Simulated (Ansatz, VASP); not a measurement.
SnO2: VASP beside Ansatz

```
Sn O
1.0
     3.18453    0.00000    0.00000
    -1.59226    2.75788    0.00000
     0.00000    0.00000   10.24730
Sn O
2 4
Cartesian
  -0.3725 0.0000 5.1236
  0.3725 0.0000 0.0000
  1.2150 0.9193 4.1173
  1.9695 0.9193 1.0064
  -0.3772 1.8386 6.1300
  0.3772 1.8386 9.2409
```

Change from the starting cell: mode 1 frozen in at -0.380 Å, equal normal strain along x, y and z -0.0083.

Alike in both runs: task single point; functional PBE; dispersion D3(BJ); k mesh 12 × 12 × 4; occupations gaussian, width 0.05 eV; no spin polarisation.

```csv
,VASP,Ansatz
version,VASP 6.6.1,Ansatz 0.2.0
potentials or method,"VASP PAW PBE potentials, release 64 (Sn_d, O), cutoff 520 eV","scalar-relativistic, plane waves, PAW"
valence electrons in the cell,52,52
```

```tsv
	VASP	Ansatz	Ansatz less VASP
gap on the k mesh at the Fermi level (eV)	2.28	2.30	+0.026
least direct gap on the mesh (eV)	2.65	2.67	+0.019
pressure (GPa)	4.1	3.5	-0.61
traceless stress, the component that is largest in VASP (GPa)	-2.36	-1.98	+0.384
rms of the force components (eV/Å)	0.175	0.148	-0.0272
```

Atom by atom the forces differ by 0.027 eV/Å (rms over components).
